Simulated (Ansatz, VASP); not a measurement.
## TiC: VASP beside Ansatz

```xyz
2
Lattice="0.0000 2.1942 2.1942 2.1942 0.0000 2.1942 2.1942 2.1942 0.0000" Properties=species:S:1:pos:R:3 pbc="T T T"
Ti    0.0000    0.0000    0.0000
C     2.1942    2.1942    2.1942
```

Change from the starting cell: volume scaled by 1.04.

Alike in both runs: task single point; functional PBEsol; k mesh 11 × 11 × 11; occupations fermi-dirac, width 0.05 eV; no spin polarisation.

|  | VASP | Ansatz |
| --- | --- | --- |
| version | VASP 6.6.1 | Ansatz 0.2.0 |
| potentials or method | VASP PAW PBE potentials, release 64 (Ti_sv, C), cutoff 520 eV | all-electron LAPW, scalar-relativistic |

Ansatz gave:

* gap on the k mesh at the Fermi level (eV): none
* pressure (GPa): -15.4

Problem. What did VASP give for the same quantities?

Solution. gap on the k mesh at the Fermi level (eV): none; pressure (GPa): -15.1.

VASP's potentials were made for PBE, not for PBEsol. A gap of «none» marks a metal or a gap that the smearing closes. Ansatz ran all-electron here, and VASP with PAW potentials.
